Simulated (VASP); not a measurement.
# Al16O in VASP: a series of runs

Al16O is run at these levels: PBE+D3(BJ); tasks: single point.

Everything below comes from runs of VASP 6.6.1. Logs are shortened: lines on timing, memory, paths and dates and some standing lists are left out, and cuts for length are marked.

## (1) The cell of the first run

The cell holds a slab with vacuum, 17 atoms: a = 5.728 Å, b = 5.728 Å, c = 17.075 Å, α = 90.00°, β = 90.00°, γ = 90.00°.

## (2) Single point, PBE+D3(BJ)

The input, INCAR:

```
SYSTEM = Al16O
  ALGO = Normal
  EDIFF = 1E-6
  ENCUT = 520
  GGA = PE
  GGA_COMPAT = .FALSE.
  ISIF = 2
  ISMEAR = -1
  IVDW = 12
  LASPH = .TRUE.
  LCHARG = .FALSE.
  LREAL = .FALSE.
  LWAVE = .FALSE.
  NBANDS = 41
  NELM = 120
  NELMDL = -8
  PREC = Accurate
  SIGMA = 0.15
```

The input, KPOINTS:

```
k-points
0
G
  3 3 1
  0 0 0
```

The input, POSCAR:

```
Al16O
1.0
    5.7275650000      0.0000000000      0.0000000000
    0.0000000000      5.7275650000      0.0000000000
    0.0000000000      0.0000000000     17.0750000000
Al O
16 1
Direct
    0.2499999564      0.2499999564      0.0585652123
    0.7500000436      0.2499999564      0.0585652123
    0.2499999564      0.7500000436      0.0585652123
    0.7500000436      0.7500000436      0.0585652123
   -0.0017955274     -0.0000368394      0.1757448902
    0.5022385604     -0.0000233956      0.1757038946
   -0.0006264442      0.5000021824      0.1729602343
    0.5008337749      0.5000365775      0.1729201757
    0.2503638108      0.2580623703      0.2931406149
    0.7502034460      0.2610358852      0.2923335871
    0.2503283682      0.7417635592      0.2931773353
    0.7502243973      0.7389522424      0.2923453001
    0.0048579108      0.0000298556      0.4011797950
    0.4956064226     -0.0000305540      0.4012766618
   -0.0007970228      0.4999585339      0.4178429283
    0.5043036613      0.4999232658      0.4179831918
   -0.2480506114      0.5004260973      0.4786510102
```

Potentials or basis: VASP PAW PBE potentials, release 64 (Al, O).

Command:

```sh
$ cat potpaw_PBE.64/Al/POTCAR potpaw_PBE.64/O/POTCAR > POTCAR
$ mpirun -np 1 vasp_std > vasp.out
```

OUTCAR:

```text
SYSTEM = Al16O
   EDIFF = 1E-6
   ENCUT = 520
   GGA = PE
   ISIF = 2
   ISMEAR = -1
   IVDW = 12
   LASPH = .TRUE.
   LREAL = .FALSE.
   NELM = 120
   NELMDL = -8
   PREC = Accurate
 IVDW          = 12

 ion  position               nearest neighbor table
   1  0.250  0.250  0.059-   7 2.82   8 2.82   5 2.85   6 2.85   2 2.86   3 2.86   2 2.86   3 2.86

   2  0.750  0.250  0.059-   8 2.81   7 2.81   6 2.84   5 2.84   1 2.86   4 2.86   4 2.86   1 2.86

   3  0.250  0.750  0.059-   7 2.82   8 2.82   5 2.85   6 2.85   1 2.86   4 2.86   4 2.86   1 2.86

   4  0.750  0.750  0.059-   8 2.81   7 2.81   6 2.84   5 2.84   2 2.86   3 2.86   2 2.86   3 2.86

   5  0.998  1.000  0.176-   6 2.84   4 2.84   2 2.84   3 2.85   1 2.85   7 2.86   7 2.86  12 2.87
                            10 2.87   9 2.88  11 2.88   6 2.89
   6  0.502  1.000  0.176-   4 2.84   2 2.84   5 2.84   3 2.85   1 2.85   8 2.86   8 2.86  10 2.87
                            12 2.87   9 2.88  11 2.88   5 2.89
   7  0.999  0.500  0.173-   4 2.81   2 2.81   3 2.82   1 2.82  10 2.84  12 2.84   8 2.86  11 2.86
                             9 2.86   5 2.86   5 2.86   8 2.87
   8  0.501  0.500  0.173-   4 2.81   2 2.81   3 2.82   1 2.82  12 2.84  10 2.84   7 2.86  11 2.86
                             9 2.86   6 2.86   6 2.86   7 2.87
   9  0.250  0.258  0.293-  13 2.75  14 2.75  11 2.77   8 2.86  10 2.86   7 2.86  10 2.86   6 2.88
                             5 2.88  15 2.92  16 2.93  11 2.96
  10  0.750  0.261  0.292-  12 2.74  13 2.80  14 2.80   7 2.84   8 2.84   9 2.86   9 2.86   5 2.87
                             6 2.87  16 2.91  15 2.92  12 2.99
  11  0.250  0.742  0.293-  13 2.75  14 2.75   9 2.77   8 2.86   7 2.86  12 2.86  12 2.86   6 2.88
                             5 2.88  15 2.92  16 2.93   9 2.96
  12  0.750  0.739  0.292-  10 2.74  13 2.80  14 2.80   7 2.84   8 2.84  11 2.86  11 2.86   5 2.87
                             6 2.87  16 2.91  15 2.92  10 2.99
  13  0.005  0.000  0.401-   9 2.75  11 2.75  10 2.80  12 2.80  14 2.81  15 2.88  15 2.88  14 2.92

  14  0.496  1.000  0.401-   9 2.75  11 2.75  12 2.80  10 2.80  13 2.81  16 2.88  16 2.88  13 2.92

  15  0.999  0.500  0.418-  17 1.76  16 2.83  13 2.88  13 2.88  16 2.89  12 2.92  10 2.92  11 2.92
                             9 2.92
  16  0.504  0.500  0.418-  17 1.76  15 2.83  14 2.88  14 2.88  15 2.89  10 2.91  12 2.91  11 2.93
                             9 2.93
  17  0.752  0.500  0.479-  15 1.76  16 1.76

  LATTYP: Found a simple tetragonal cell.
 ALAT       =     5.7275650000
 C/A-ratio  =     2.9811970707

  Lattice vectors:

 A1 = (   5.7275650000,   0.0000000000,   0.0000000000)
 A2 = (   0.0000000000,   5.7275650000,   0.0000000000)
 A3 = (   0.0000000000,   0.0000000000,  17.0750000000)

Analysis of symmetry for initial positions (statically):
=====================================================================
 Subroutine PRICEL returns:
 Original cell was already a primitive cell.

 Routine SETGRP: Setting up the symmetry group for a
 simple tetragonal supercell.

 Subroutine GETGRP returns: Found  1 space group operations
 (whereof  1 operations were pure point group operations)
 out of a pool of 16 trial point group operations.

The static configuration has the point symmetry C_1 .

Analysis of symmetry for dynamics (positions and initial velocities):
=====================================================================
 Subroutine PRICEL returns:
 Original cell was already a primitive cell.

 Routine SETGRP: Setting up the symmetry group for a
 simple tetragonal supercell.

 Subroutine GETGRP returns: Found  1 space group operations
 (whereof  1 operations were pure point group operations)
 out of a pool of 16 trial point group operations.

The dynamic configuration has the point symmetry C_1 .

 Subroutine INISYM returns: Found  1 space group operations
 (whereof  1 operations are pure point group operations),
 and found     1 'primitive' translations

----------------------------------------------------------------------------------------

                                     Primitive cell

  volume of cell :     560.1454

  direct lattice vectors                    reciprocal lattice vectors
     5.727565000  0.000000000  0.000000000     0.174594265  0.000000000  0.000000000
     0.000000000  5.727565000  0.000000000     0.000000000  0.174594265  0.000000000
     0.000000000  0.000000000 17.075000000     0.000000000  0.000000000  0.058565154

  length of vectors
     5.727565000  5.727565000 17.075000000     0.174594265  0.174594265  0.058565154

  position of ions in fractional coordinates (direct lattice)
     0.249999956  0.249999956  0.058565212
     0.750000044  0.249999956  0.058565212
     0.249999956  0.750000044  0.058565212
     0.750000044  0.750000044  0.058565212
     0.998204473  0.999963161  0.175744890
     0.502238560  0.999976604  0.175703895
[... 9 lines left out ...]
     0.504303661  0.499923266  0.417983192
     0.751949389  0.500426097  0.478651010

  ion indices of the primitive-cell ions
   primitive index   ion index
                 1           1
                 2           2
                 3           3
                 4           4
                 5           5
                 6           6
[... 9 lines left out ...]
                16          16
                17          17

----------------------------------------------------------------------------------------

 KPOINTS: k-points

Automatic generation of k-mesh.
 Grid dimensions read from file:
 generate k-points for:    3    3    1

 Generating k-lattice:

  Cartesian coordinates                     Fractional coordinates (reciprocal lattice)
     0.058198088  0.000000000  0.000000000     0.333333333  0.000000000  0.000000000
     0.000000000  0.058198088  0.000000000     0.000000000  0.333333333  0.000000000
     0.000000000  0.000000000  0.058565154     0.000000000  0.000000000  1.000000000

  Length of vectors
     0.058198088  0.058198088  0.058565154

  Shift w.r.t. Gamma in fractional coordinates (k-lattice)
     0.000000000  0.000000000  0.000000000

 Subroutine IBZKPT returns following result:
 ===========================================

 Found      5 irreducible k-points:

 Following reciprocal coordinates:
            Coordinates               Weight
  0.000000  0.000000  0.000000      1.000000
  0.333333  0.000000  0.000000      2.000000
  0.000000  0.333333  0.000000      2.000000
  0.333333  0.333333  0.000000      2.000000
 -0.333333  0.333333  0.000000      2.000000
   k-points           NKPTS =      5   k-points in BZ     NKDIM =      5   number of bands    NBANDS=     41
   number of dos      NEDOS =    301   number of ions     NIONS =     17
   total plane-waves  NPLWV = 294912
   dimension x,y,z NGX =    48 NGY =   48 NGZ =  128
   dimension x,y,z NGXF=    96 NGYF=   96 NGZF=  256
   ions per type =              16   1
   NGX,Y,Z   is equivalent  to a cutoff of  13.93, 13.93, 12.46 a.u.
   NGXF,Y,Z  is equivalent  to a cutoff of  27.86, 27.86, 24.92 a.u.
 SYSTEM =  Al16O
   PREC   = accura    normal or accurate (medium, high low for compatibility)
   ISTART =      0    job   : 0-new  1-cont  2-samecut
   ICHARG =      2    charge: 1-file 2-atom 10-const
   ISPIN  =      1    spin polarized calculation?
   LNONCOLLINEAR =      F non collinear calculations
   LSORBIT =      F    spin-orbit coupling
   LASPH  =      T    aspherical Exc in radial PAW
   ENCUT  =  520.0 eV  38.22 Ry    6.18 a.u.  10.65 10.65 31.75*2*pi/ulx,y,z
   NELM   =    120;   NELMIN=  2; NELMDL= -8     # of ELM steps
   EDIFF  = 0.1E-05   stopping-criterion for ELM
   LREAL  =      F    real-space projection
   EDIFFG = 0.1E-04   stopping-criterion for IOM
   NSW    =      0    number of steps for IOM
   IBRION =     -1    ionic relax: 0-MD 1-quasi-New 2-CG
   NFREE  =      0    steps in history (QN), initial steepest desc. (CG)
   ISIF   =      2    stress and relaxation
   ISYM   =      2    0-nonsym 1-usesym 2-fastsym
   POTIM  = 0.5000    time-step for ionic-motion
   TEBEG  =    0.0;   TEEND  =   0.0 temperature during run
   PSTRESS=    0.0 pullay stress
   NELECT =      54.0000    total number of electrons
   NUPDOWN=      -1.0000    fix difference up-down
   EMIN   =  10.00;   EMAX   =-10.00  energy-range for DOS
   EFERMI =   0.00;   METHOD = LEGACY
   ISMEAR =    -1;   SIGMA  =   0.15  broadening in eV -4-tet -1-fermi 0-gaus
   EFERMI_NEDOS =   21; number of points for ismear=-14 and -15
   IALGO  =     38    algorithm
   IMIX   =      4    mixing-type and parameters
     AMIX     =   0.40;   BMIX     =  1.00
     AMIX_MAG =   1.60;   BMIX_MAG =  1.00
  volume/ion in A,a.u.               =      32.95       222.36
  Fermi-wavevector in a.u.,A,eV,Ry     =   0.750653  1.418528  7.666608  0.563480
  Thomas-Fermi vector in A             =   1.847453
   LORBIT       =      0    0 simple, 1 ext, 2 COOP (PROOUT), +10 PAW based schemes
   GGA     = PE    functional components
   LHFCALC =     F    Hartree Fock is set to
   AEXX    =    0.0000 exact exchange contribution
   IVDW    =    12    specifies the selected vdW correction
   LEPSILON=     F    determine dielectric tensor
   LRPA    =     F    only Hartree local field effects (RPA)
 non-spin polarized calculation
  energy-cutoff  :      520.00
  volume of cell :      560.15
 maximum number of plane-waves:     15083
 NGX is ok and might be reduce to    42
   NGX = 21   NGY = 21   NGZ = 63

 number of electron      54.0000003 magnetization

 Free energy of the ion-electron system (eV)
  ---------------------------------------------------
  ext. energy  EPLUGINS =         0.00000000
  ---------------------------------------------------
  free energy    TOTEN  =       -65.18897124 eV

  energy without entropy =      -64.79723849  energy(sigma->0) =      -64.99310486

 E-fermi :   1.5045     XC(G=0):  -5.9986

 val. band max:        1.3983241187   @ k =   0.3333   0.3333   0.0000
 cond. band min:       1.6347193947   @ k =   0.3333   0.3333   0.0000
 fundamental gap:      0.2363952759
 Fermi energy:         1.5045417506

 k-point     1 :       0.0000    0.0000    0.0000
  band No.  band energies     occupation
      1     -16.9878      2.00000
      2      -9.1537      2.00000
      3      -7.6968      2.00000
      4      -5.4256      2.00000
      5      -4.8648      2.00000
      6      -4.7708      2.00000
[... 31 lines left out ...]
     38       3.9285      0.00000
     39       4.0399      0.00000

 k-point     2 :       0.3333    0.0000    0.0000
  band No.  band energies     occupation
      1     -16.9856      2.00000
      2      -8.6598      2.00000
      3      -7.2679      2.00000
      4      -7.1446      2.00000
      5      -5.8343      2.00000
      6      -4.9992      2.00000
[... 31 lines left out ...]
     38       4.3685      0.00000
     39       4.3962      0.00000

 k-point     3 :       0.0000    0.3333    0.0000
  band No.  band energies     occupation
      1     -16.9866      2.00000
      2      -8.6587      2.00000
      3      -7.2742      2.00000
      4      -7.1219      2.00000
      5      -5.7814      2.00000
      6      -4.9377      2.00000
[... 31 lines left out ...]
     38       4.1988      0.00000
     39       4.4130      0.00000

 k-point     4 :       0.3333    0.3333    0.0000
  band No.  band energies     occupation
      1     -16.9845      2.00000
      2      -8.1662      2.00000
      3      -6.8062      2.00000
      4      -6.7004      2.00000
      5      -6.6319      2.00000
      6      -5.4048      2.00000
[... 31 lines left out ...]
     38       4.3729      0.00000
     39       4.6729      0.00000

 k-point     5 :      -0.3333    0.3333    0.0000
  band No.  band energies     occupation
      1     -16.9845      2.00000
      2      -8.1662      2.00000
      3      -6.8062      2.00000
      4      -6.7005      2.00000
      5      -6.6318      2.00000
      6      -5.4047      2.00000
[... 31 lines left out ...]
     38       4.3728      0.00000
     39       4.6728      0.00000
 [bands above 39 left out]

------------------------ aborting loop because EDIFF is reached ----------------------------------------

 Edisp (eV)   -3.98098

 E8    (eV) :    -1.8336

  FORCE on cell =-STRESS in cart. coord.  units (eV):
  Direction    XX          YY          ZZ          XY          YZ          ZX
  --------------------------------------------------------------------------------------
  -------------------------------------------------------------------------------------
  Total      -9.83687    -7.86465    -0.16033     0.00004    -0.00357    -0.02853
  in kB     -28.13629   -22.49517    -0.45859     0.00012    -0.01021    -0.08162
  external pressure =      -17.03 kB  Pullay stress =        0.00 kB

 VOLUME and BASIS-vectors are now :
 -----------------------------------------------------------------------------
  energy-cutoff  :      520.00
  volume of cell :      560.15
      direct lattice vectors                 reciprocal lattice vectors
     5.727565000  0.000000000  0.000000000     0.174594265  0.000000000  0.000000000
     0.000000000  5.727565000  0.000000000     0.000000000  0.174594265  0.000000000
     0.000000000  0.000000000 17.075000000     0.000000000  0.000000000  0.058565154

 POSITION                                       TOTAL-FORCE (eV/Angst)
 -----------------------------------------------------------------------------------
      1.43189      1.43189      1.00000         0.000684     -0.052253     -0.042621
      4.29567      1.43189      1.00000         0.001493     -0.137698      0.046294
      1.43189      4.29567      1.00000         0.000544      0.052379     -0.043340
      4.29567      4.29567      1.00000         0.001646      0.137579      0.045581
      5.71728      5.72735      3.00084         0.000827      0.000361      0.001103
      2.87660      5.72743      3.00014        -0.001082      0.000277      0.001321
[... 9 lines left out ...]
      2.88843      2.86334      7.13706        -0.037702      0.000319     -0.019229
      4.30684      2.86622      8.17297        -0.001371     -0.002148      0.036529
 -----------------------------------------------------------------------------------
    total drift:                                0.000097      0.000008     -0.000144

  FREE ENERGIE OF THE ION-ELECTRON SYSTEM (eV)
  ---------------------------------------------------
  free  energy   TOTEN  =       -69.1699492959 eV

  energy  without entropy=      -68.7782165390  energy(sigma->0) =      -68.97408292
```

It took 9.7 min on 1 thread of Intel Xeon 8259CL, shared host; peak memory 0.66 GiB.

What came out:

```
Free energy                : -69.1699 eV
Largest force              : 0.145 eV/Å
Band gap on the k mesh     : 0.24 eV
Dispersion energy per atom : -0.234 eV
```

Forces on the atoms (eV/Å):
```
Al   0.001 -0.052 -0.043
Al   0.001 -0.138  0.046
Al   0.001  0.052 -0.043
Al   0.002  0.138  0.046
Al   0.001  0.000  0.001
Al  -0.001  0.000  0.001
Al   0.000  0.000 -0.001
Al  -0.001 -0.001  0.000
Al  -0.001  0.000 -0.001
Al   0.001  0.000 -0.001
Al   0.000  0.001  0.000
Al   0.001  0.001 -0.002
Al  -0.001  0.000  0.000
Al   0.000  0.001 -0.001
Al   0.035  0.000 -0.018
Al  -0.038  0.000 -0.019
O   -0.001 -0.002  0.037
```

## (3) Single point, PBE+D3(BJ)

The input, INCAR:

```
SYSTEM = Al16O
PREC = Accurate ; ENCUT = 520
EDIFF = 1E-6 ; ISMEAR = -1
SIGMA = 0.15 ; LREAL = .False.
LASPH = .True. ; NELM = 120
ALGO = Normal ; ISIF = 2
LWAVE = .False. ; LCHARG = .False.
GGA = PE ; IVDW = 12
NBANDS = 41 ; GGA_COMPAT = .False.
NELMDL = -8
```

The input, KPOINTS:

```
Automatic mesh
0
Gamma
  3 3 1
  0 0 0
```

The input, POSCAR:

```
Al16O
1.0
    5.7275650000      0.0000000000      0.0000000000
    0.0000000000      5.7275650000      0.0000000000
    0.0000000000      0.0000000000     17.0750000000
Al O
16 1
Direct
    0.2499999564      0.2499999564      0.0585652123
    0.7500000436      0.2499999564      0.0585652123
    0.2499999564      0.7500000436      0.0585652123
    0.7500000436      0.7500000436      0.0585652123
   -0.0006264442      0.0000022697      0.1729602343
    0.5008337749      0.0000364902      0.1729201757
   -0.0017955274      0.4999630733      0.1757448902
    0.5022385604      0.4999765171      0.1757038946
    0.2503283682      0.2417636465      0.2931773353
    0.7502243973      0.2389521551      0.2923453001
    0.2503638108      0.7580622830      0.2931406149
    0.7502034460      0.7610359725      0.2923335871
   -0.0007970228     -0.0000415534      0.4178429283
    0.5043036613     -0.0000766469      0.4179831918
    0.0048579108      0.5000299429      0.4011797950
    0.4956064226      0.4999695333      0.4012766618
   -0.2480506114      1.0004260100      0.4786510102
```

Potentials or basis: VASP PAW PBE potentials, release 64 (Al, O).

Command:

```sh
$ cat potpaw_PBE.64/Al/POTCAR potpaw_PBE.64/O/POTCAR > POTCAR
$ mpirun -np 1 vasp_std > vasp.out
```

It took 7.8 min on 1 thread of Intel Xeon 8259CL, shared host; peak memory 0.66 GiB.

It converged, with:

```yaml
Free_energy: -69.1699 eV
Largest_force: 0.145 eV/Å
Band_gap_on_the_k_mesh: 0.24 eV
Dispersion_energy_per_atom: -0.234 eV
```

Forces in eV/Å, atoms in the order of the input:
```
Al   0.001  0.052 -0.043
Al   0.002  0.138  0.046
Al   0.001 -0.052 -0.043
Al   0.001 -0.138  0.046
Al   0.000  0.000 -0.001
Al  -0.001 -0.001  0.000
Al   0.001  0.000  0.001
Al  -0.001  0.000  0.001
Al   0.000  0.001  0.000
Al   0.001  0.001 -0.002
Al  -0.001  0.000 -0.001
Al   0.001  0.000 -0.001
Al   0.035  0.000 -0.018
Al  -0.038  0.000 -0.019
Al  -0.001  0.000  0.000
Al   0.000  0.001 -0.001
O   -0.001 -0.002  0.037
```

Levels at points of the mesh, in eV from the valence-band top:
| k point | band 23 | band 24 | band 25 | band 26 | band 27 | band 28 | band 29 | band 30 | band 31 | band 32 |
| --- | --- | --- | --- | --- | --- | --- | --- | --- | --- | --- |
| (0.00, 0.00, 0.00) | -1.48 | -1.15 | -1.08 | -1.03 | -0.75 | 0.24 | 0.28 | 0.40 | 0.72 | 0.76 |

## (4) Single point, PBE+D3(BJ)

The input, INCAR:

```
PREC = Accurate
ENCUT = 520
EDIFF = 1E-6
ISMEAR = -1
SIGMA = 0.15
LREAL = F
LASPH = T
NELM = 120
ALGO = Normal
ISIF = 2
LWAVE = F
LCHARG = T
GGA = PE
IVDW = 12
LELF = T
LVHAR = T
NBANDS = 41
GGA_COMPAT = F
NELMDL = -8
```

The input, KPOINTS:

```
Automatic mesh
0
Gamma
  3 3 1
```

POSCAR is that of step 3.

Command:

```sh
$ cat potpaw_PBE.64/Al/POTCAR potpaw_PBE.64/O/POTCAR > POTCAR
$ mpirun -np 1 vasp_std > vasp.out
```

Wall time 8.3 min (1 thread of Intel Xeon 8259CL, shared host); peak memory 0.66 GiB.

It converged, with:

| Quantity | Value |
| --- | --- |
| Free energy | -69.1699 eV |
| Largest force | 0.145 eV/Å |
| Band gap on the k mesh | 0.24 eV |
| Dispersion energy per atom | -0.234 eV |

Forces on the atoms (eV/Å):
```
Al   0.001  0.052 -0.043
Al   0.002  0.138  0.046
Al   0.001 -0.052 -0.043
Al   0.001 -0.138  0.046
Al   0.000  0.000 -0.001
Al  -0.001 -0.001  0.000
Al   0.001  0.000  0.001
Al  -0.001  0.000  0.001
Al   0.000  0.001  0.000
Al   0.001  0.001 -0.002
Al  -0.001  0.000 -0.001
Al   0.001  0.000 -0.001
Al   0.035  0.000 -0.018
Al  -0.038  0.000 -0.019
Al  -0.001  0.000  0.000
Al   0.000  0.001 -0.001
O   -0.001 -0.002  0.037
```

Levels at points of the mesh, in eV from the valence-band top:
```csv
k point,band 23,band 24,band 25,band 26,band 27,band 28,band 29,band 30,band 31,band 32
"(0.00, 0.00, 0.00)",-1.48,-1.15,-1.08,-1.03,-0.75,0.24,0.28,0.40,0.72,0.76
```
